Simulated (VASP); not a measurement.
# AlN (Cm) in VASP: a series of runs

Runs on AlN. Level: PBE. Tasks: single point.

Program: VASP 6.6.1. These are calculated values, not measurements. Logs are shortened: lines on timing, memory, paths and dates and some standing lists are left out, and cuts for length are marked.

## Step 1: The cell of the first run

The structure is monoclinic, space group Cm (No. 8). The conventional cell has a = 5.350 Å, b = 3.089 Å, c = 3.089 Å, α = 90.00°, β = 125.26°, γ = 90.00°. Al (site symmetry m) has 3 N at 1.56 to 1.94 Å within 2.1 Å. N (site symmetry m) has 3 Al at 1.56 to 1.94 Å within 2.1 Å.

## Step 2: Single point, PBE (atom 1 (Al) moved by (-0.300, -0.300) A along x and y)

File INCAR:

```
SYSTEM = AlN
  PREC = Accurate
  ENCUT = 520
  EDIFF = 1E-7
  ISMEAR = 0
  SIGMA = 0.05
  LREAL = .FALSE.
  LASPH = .TRUE.
  NELM = 100
  ALGO = Normal
  ISIF = 2
  LWAVE = .FALSE.
  LCHARG = .TRUE.
  GGA = PE
  LELF = .TRUE.
  LVHAR = .TRUE.
  NBANDS = 11
```

File KPOINTS:

```
regular mesh
0
G
  10 10 10
  0 0 0
```

File POSCAR:

```
AlN
1.0
    0.0000000000      2.1839935596      2.1839935596
    2.1839935596      0.0000000000      2.1839935596
    2.1839935596      2.1839935596      0.0000000000
Al N
1 1
Direct
    0.0000000000      0.0000000000     -0.1373630424
    0.7500000000      0.7500000000      0.7500000000
```

Potentials or basis: VASP PAW PBE potentials, release 64 (Al, N).

Started as:

```console
$ cat potpaw_PBE.64/Al/POTCAR potpaw_PBE.64/N/POTCAR > POTCAR
$ mpirun -np 1 vasp_std > vasp.out
```

OUTCAR:

```text
SYSTEM = AlN
   PREC = Accurate
   ENCUT = 520
   EDIFF = 1E-7
   ISMEAR = 0
   LREAL = .FALSE.
   LASPH = .TRUE.
   NELM = 100
   ISIF = 2
   GGA = PE

 ion  position               nearest neighbor table
   1  0.000  0.000  0.863-   2 1.56   2 1.94   2 1.94   2 2.25
   2  0.750  0.750  0.750-   1 1.56   1 1.94   1 1.94   1 2.25

  LATTYP: Found a face centered cubic cell.
 ALAT       =     4.3679871192

  Lattice vectors:

 A1 = (   0.0000000000,   2.1839935596,   2.1839935596)
 A2 = (   2.1839935596,   0.0000000000,   2.1839935596)
 A3 = (   2.1839935596,   2.1839935596,   0.0000000000)

Analysis of symmetry for initial positions (statically):
=====================================================================
 Subroutine PRICEL returns:
 Original cell was already a primitive cell.

 Routine SETGRP: Setting up the symmetry group for a
 face centered cubic supercell.

 Subroutine GETGRP returns: Found  2 space group operations
 (whereof  2 operations were pure point group operations)
 out of a pool of 48 trial point group operations.

The static configuration has the point symmetry C_1h.

Analysis of symmetry for dynamics (positions and initial velocities):
=====================================================================
 Subroutine PRICEL returns:
 Original cell was already a primitive cell.

 Routine SETGRP: Setting up the symmetry group for a
 face centered cubic supercell.

 Subroutine GETGRP returns: Found  2 space group operations
 (whereof  2 operations were pure point group operations)
 out of a pool of 48 trial point group operations.

The dynamic configuration has the point symmetry C_1h.

 Subroutine INISYM returns: Found  2 space group operations
 (whereof  2 operations are pure point group operations),
 and found     1 'primitive' translations

----------------------------------------------------------------------------------------

                                     Primitive cell

  volume of cell :      20.8345

  direct lattice vectors                    reciprocal lattice vectors
     0.000000000  2.183993560  2.183993560    -0.228938404  0.228938404  0.228938404
     2.183993560  0.000000000  2.183993560     0.228938404 -0.228938404  0.228938404
     2.183993560  2.183993560  0.000000000     0.228938404  0.228938404 -0.228938404

  length of vectors
     3.088633312  3.088633312  3.088633312     0.396532948  0.396532948  0.396532948

  position of ions in fractional coordinates (direct lattice)
     0.000000000  0.000000000  0.862636958
     0.750000000  0.750000000  0.750000000

  ion indices of the primitive-cell ions
   primitive index   ion index
                 1           1
                 2           2

----------------------------------------------------------------------------------------

 KPOINTS: regular mesh

Automatic generation of k-mesh.
 Grid dimensions read from file:
 generate k-points for:   10   10   10

 Generating k-lattice:

  Cartesian coordinates                     Fractional coordinates (reciprocal lattice)
    -0.022893840  0.022893840  0.022893840     0.100000000  0.000000000  0.000000000
     0.022893840 -0.022893840  0.022893840     0.000000000  0.100000000  0.000000000
     0.022893840  0.022893840 -0.022893840     0.000000000  0.000000000  0.100000000

  Length of vectors
     0.039653295  0.039653295  0.039653295

  Shift w.r.t. Gamma in fractional coordinates (k-lattice)
     0.000000000  0.000000000  0.000000000

 Subroutine IBZKPT returns following result:
 ===========================================

 Found    282 irreducible k-points:

 Following reciprocal coordinates:
            Coordinates               Weight
  0.000000  0.000000  0.000000      1.000000
  0.100000  0.000000  0.000000      4.000000
  0.000000  0.000000  0.100000      2.000000
  0.100000  0.100000  0.100000      2.000000
  0.200000  0.000000  0.000000      4.000000
  0.000000  0.000000  0.200000      2.000000
[... 16 lines left out ...]
  0.200000  0.100000  0.200000      4.000000
  0.100000 -0.100000 -0.100000      4.000000
 [... further k-points ...]
   k-points           NKPTS =    282   k-points in BZ     NKDIM =    282   number of bands    NBANDS=     11
   number of dos      NEDOS =    301   number of ions     NIONS =      2
   total plane-waves  NPLWV =  13824
   dimension x,y,z NGX =    24 NGY =   24 NGZ =   24
   dimension x,y,z NGXF=    48 NGYF=   48 NGZF=   48
   ions per type =               1   1
   NGX,Y,Z   is equivalent  to a cutoff of  12.92, 12.92, 12.92 a.u.
   NGXF,Y,Z  is equivalent  to a cutoff of  25.84, 25.84, 25.84 a.u.
 SYSTEM =  AlN
   PREC   = accura    normal or accurate (medium, high low for compatibility)
   ISTART =      0    job   : 0-new  1-cont  2-samecut
   ICHARG =      2    charge: 1-file 2-atom 10-const
   ISPIN  =      1    spin polarized calculation?
   LNONCOLLINEAR =      F non collinear calculations
   LSORBIT =      F    spin-orbit coupling
   LASPH  =      T    aspherical Exc in radial PAW
   ENCUT  =  520.0 eV  38.22 Ry    6.18 a.u.   5.74  5.74  5.74*2*pi/ulx,y,z
   NELM   =    100;   NELMIN=  2; NELMDL= -5     # of ELM steps
   EDIFF  = 0.1E-06   stopping-criterion for ELM
   LREAL  =      F    real-space projection
   EDIFFG = 0.1E-05   stopping-criterion for IOM
   NSW    =      0    number of steps for IOM
   IBRION =     -1    ionic relax: 0-MD 1-quasi-New 2-CG
   NFREE  =      0    steps in history (QN), initial steepest desc. (CG)
   ISIF   =      2    stress and relaxation
   ISYM   =      2    0-nonsym 1-usesym 2-fastsym
   POTIM  = 0.5000    time-step for ionic-motion
   TEBEG  =    0.0;   TEEND  =   0.0 temperature during run
   PSTRESS=    0.0 pullay stress
   NELECT =       8.0000    total number of electrons
   NUPDOWN=      -1.0000    fix difference up-down
   EMIN   =  10.00;   EMAX   =-10.00  energy-range for DOS
   EFERMI =   0.00;   METHOD = LEGACY
   ISMEAR =     0;   SIGMA  =   0.05  broadening in eV -4-tet -1-fermi 0-gaus
   EFERMI_NEDOS =   21; number of points for ismear=-14 and -15
   IALGO  =     38    algorithm
   IMIX   =      4    mixing-type and parameters
     AMIX     =   0.40;   BMIX     =  1.00
     AMIX_MAG =   1.60;   BMIX_MAG =  1.00
  volume/ion in A,a.u.               =      10.42        70.30
  Fermi-wavevector in a.u.,A,eV,Ry     =   1.189899  2.248583 19.263943  1.415860
  Thomas-Fermi vector in A             =   2.325996
   LORBIT       =      0    0 simple, 1 ext, 2 COOP (PROOUT), +10 PAW based schemes
   GGA     = PE    functional components
   LHFCALC =     F    Hartree Fock is set to
   AEXX    =    0.0000 exact exchange contribution
   IVDW    =     0    specifies the selected vdW correction
   LEPSILON=     F    determine dielectric tensor
   LRPA    =     F    only Hartree local field effects (RPA)
 non-spin polarized calculation
 Gauss-broadening in eV      SIGMA  =   0.05
  energy-cutoff  :      520.00
  volume of cell :       20.83
 maximum number of plane-waves:       571
   NGX = 11   NGY = 11   NGZ = 11

 number of electron       8.0000000 magnetization

 Free energy of the ion-electron system (eV)
  ---------------------------------------------------
  ext. energy  EPLUGINS =         0.00000000
  ---------------------------------------------------
  free energy    TOTEN  =       -13.31677788 eV

  energy without entropy =      -13.31677788  energy(sigma->0) =      -13.31677788

 E-fermi :   7.0343     XC(G=0): -10.9125

 val. band max:        6.7862908794   @ k =   0.0000   0.0000   0.0000
 cond. band min:       9.1460033806   @ k =   0.5000   0.5000   0.0000
 fundamental gap:      2.3597125012
 Fermi energy:         7.0343165272

 k-point     1 :       0.0000    0.0000    0.0000
  band No.  band energies     occupation
      1      -9.0581      2.00000
      2       4.9329      2.00000
      3       5.9045      2.00000
      4       6.7863      2.00000
      5       9.7915      0.00000
      6      18.4244      0.00000
      7      18.6007      0.00000
      8      18.8648      0.00000
      9      23.1186      0.00000
     10      23.1742      0.00000
     11      24.0287      0.00000

 k-point     2 :       0.1000    0.0000    0.0000
  band No.  band energies     occupation
      1      -8.9134      2.00000
      2       4.6136      2.00000
      3       5.4746      2.00000
      4       6.6642      2.00000
      5      10.4305      0.00000
      6      17.4860      0.00000
      7      18.6278      0.00000
      8      19.5725      0.00000
      9      22.1936      0.00000
     10      22.4906      0.00000
     11      24.0757      0.00000

 k-point     3 :       0.0000    0.0000    0.1000
  band No.  band energies     occupation
      1      -8.9174      2.00000
      2       4.8135      2.00000
      3       5.8554      2.00000
      4       5.8939      2.00000
      5      10.6201      0.00000
      6      17.9202      0.00000
      7      18.3687      0.00000
      8      19.1178      0.00000
      9      22.6381      0.00000
     10      22.6769      0.00000
     11      23.5863      0.00000

 k-point     4 :       0.1000    0.1000    0.1000
  band No.  band energies     occupation
      1      -8.9102      2.00000
      2       4.3237      2.00000
      3       5.8641      2.00000
      4       6.6888      2.00000
      5      10.3043      0.00000
      6      17.9052      0.00000
      7      18.7096      0.00000
      8      19.2173      0.00000
      9      21.8021      0.00000
     10      22.0309      0.00000
     11      24.7577      0.00000
[... 239 lines left out ...]
 k-point    22 :       0.1000    0.1000   -0.1000
  band No.  band energies     occupation
      1      -8.5539      2.00000
      2       4.0938      2.00000
      3       5.2132      2.00000
      4       5.5160      2.00000
      5      11.7325      0.00000
      6      16.5306      0.00000
      7      18.4589      0.00000
      8      18.5490      0.00000
      9      21.2026      0.00000
     10      24.3712      0.00000
     11      24.5176      0.00000

 k-point    23 :       0.2000    0.1000    0.2000
  band No.  band energies     occupation
      1      -8.5378      2.00000
      2       3.4251      2.00000
      3       5.5327      2.00000
      4       6.1735      2.00000
      5      11.4013      0.00000
      6      17.0083      0.00000
      7      18.5672      0.00000
      8      19.3343      0.00000
      9      19.7333      0.00000
     10      22.9858      0.00000
     11      25.5278      0.00000

 k-point    24 :       0.1000   -0.1000   -0.1000
  band No.  band energies     occupation
      1      -8.5468      2.00000
      2       3.8556      2.00000
      3       4.9035      2.00000
      4       6.1772      2.00000
      5      11.6234      0.00000
      6      16.4155      0.00000
      7      18.3965      0.00000
      8      19.2058      0.00000
      9      20.9339      0.00000
     10      23.7848      0.00000
     11      25.0041      0.00000

 [... further k-points ...]
[... 5 lines left out ...]
  --------------------------------------------------------------------------------------
  -------------------------------------------------------------------------------------
  Total        2.5959914      2.5959914      6.2509908      3.1187021      4.2675645      4.2675645
  in kB      199.6318230    199.6318230    480.7014019    239.8282944    328.1758475    328.1758550
  external PRESSURE =     293.3216826 kB  Pullay stress =       0.0000000 kB

 VOLUME and BASIS-vectors are now :
 -----------------------------------------------------------------------------
  energy-cutoff  :      520.00
  volume of cell :       20.83
      direct lattice vectors                 reciprocal lattice vectors
     0.000000000  2.183993560  2.183993560    -0.228938404  0.228938404  0.228938404
     2.183993560  0.000000000  2.183993560     0.228938404 -0.228938404  0.228938404
     2.183993560  2.183993560  0.000000000     0.228938404  0.228938404 -0.228938404

 POSITION                                       TOTAL-FORCE (eV/Angst)
 -----------------------------------------------------------------------------------
      1.88399      1.88399      0.00000         5.717695      5.717695      6.351391
      3.27599      3.27599      3.27599        -5.717695     -5.717695     -6.351391
 -----------------------------------------------------------------------------------
    total drift:                                0.000092      0.000092     -0.000021

  FREE ENERGIE OF THE ION-ELECTRON SYSTEM (eV)
  ---------------------------------------------------
  free  energy   TOTEN  =       -13.3167778803 eV

  energy  without entropy=      -13.3167778803  energy(sigma->0) =      -13.31677788
```

Wall time 18 s (1 thread of Intel Xeon 6975P-C (Granite Rapids), shared host); peak memory 0.17 GiB.

What came out:

- Free energy: -13.3168 eV
- Pressure: 29.3 GPa
- Largest force: 10.282 eV/Å
- Band gap on the k mesh: 2.36 eV, indirect (least direct gap 3.01 eV)

Forces on the atoms (eV/Å):
```
Al   5.718  5.718  6.351
N   -5.718 -5.718 -6.351
```

Levels at points of the mesh, in eV from the valence-band top:
```csv
k point,band 1,band 2,band 3,band 4,band 5,band 6,band 7,band 8,band 9
"(0.00, 0.00, 0.00)",-15.84,-1.85,-0.88,0.00,3.01,11.64,11.81,12.08,16.33
"(0.50, 0.00, 0.00)",-13.83,-6.69,-1.93,-0.65,5.88,8.59,10.09,11.27,15.85
"(0.00, 0.00, 0.50)",-13.91,-6.26,-2.15,-1.34,6.50,8.91,9.80,10.78,15.98
"(0.50, 0.50, 0.50)",-13.77,-6.97,-1.25,-0.66,5.91,8.25,10.41,10.81,16.19
"(0.50, 0.50, 0.00)",-13.22,-5.79,-2.55,-2.30,2.36,6.93,12.09,15.18,15.69
"(0.00, 0.50, 0.50)",-13.22,-5.76,-3.01,-2.15,2.50,7.35,12.22,14.88,15.31
```

Caveat: the cell differs from its parent crystal (atom 1 (Al) moved by (-0.300, -0.300) A along x and y); forces of over 1 eV/Å act on the atoms, so gaps and moduli don't describe the material at rest. A k mesh can miss the band edges.

## Step 3: Single point, PBE (atom 1 (Al) moved by (-0.150, -0.150) A along x and y)

File INCAR:

```
SYSTEM = AlN
ALGO = Normal ; EDIFF = 1E-6
ENCUT = 520 ; GGA = PE
ISIF = 2 ; ISMEAR = 0
LASPH = .True. ; LCHARG = .False.
LREAL = .False. ; LWAVE = .False.
NBANDS = 11 ; NELM = 60
PREC = Accurate ; SIGMA = 0.05
```

File KPOINTS:

```
k-points
0
Gamma
  10 10 10
  0 0 0
```

POSCAR, as its differences from that of step 2:

```diff
@@ -8,3 +8,3 @@
 Direct
-    0.0000000000      0.0000000000     -0.1373630424
+    0.0000000000      0.0000000000     -0.0686815212
     0.7500000000      0.7500000000      0.7500000000
```

Potentials or basis: VASP PAW PBE potentials, release 64 (Al, N).

Started as:

```console
$ cat potpaw_PBE.64/Al/POTCAR potpaw_PBE.64/N/POTCAR > POTCAR
$ mpirun -np 1 vasp_std > vasp.out
```

Wall time 16 s (1 thread of Intel Xeon 6975P-C (Granite Rapids), shared host); peak memory 0.17 GiB.

Results (log left out):

* Free energy: -14.4970 eV
* Pressure: 10.4 GPa
* Largest force: 3.656 eV/Å
* Band gap on the k mesh: 2.77 eV, indirect (least direct gap 3.59 eV)

Forces on the atoms (eV/Å):
```
Al   2.377  2.377  1.439
N   -2.377 -2.377 -1.439
```

Stress tensor (GPa, compression positive):
```
 8.70  6.52 12.19
 6.52  8.70 12.19
12.19 12.19 13.78
```

Levels at points of the mesh, in eV from the valence-band top:
| k point | band 1 | band 2 | band 3 | band 4 | band 5 | band 6 | band 7 | band 8 |
| --- | --- | --- | --- | --- | --- | --- | --- | --- |
| (0.00, 0.00, 0.00) | -15.50 | -1.07 | -0.52 | 0.00 | 3.59 | 12.02 | 12.03 | 12.18 |
| (0.50, 0.00, 0.00) | -13.46 | -6.36 | -1.36 | -0.60 | 6.69 | 9.22 | 10.42 | 11.05 |
| (0.00, 0.00, 0.50) | -13.50 | -6.12 | -1.47 | -1.00 | 6.95 | 9.40 | 10.35 | 10.79 |
| (0.50, 0.50, 0.50) | -13.42 | -6.56 | -0.96 | -0.56 | 6.62 | 9.05 | 10.64 | 10.92 |
| (0.50, 0.50, 0.00) | -12.83 | -5.44 | -2.26 | -2.18 | 2.77 | 7.84 | 13.16 | 15.31 |
| (0.00, 0.50, 0.50) | -12.83 | -5.42 | -2.54 | -2.01 | 2.81 | 7.99 | 13.17 | 15.20 |

Caveat: the cell differs from its parent crystal (atom 1 (Al) moved by (-0.150, -0.150) A along x and y); forces of over 1 eV/Å act on the atoms, so gaps and moduli don't describe the material at rest. A k mesh can miss the band edges.
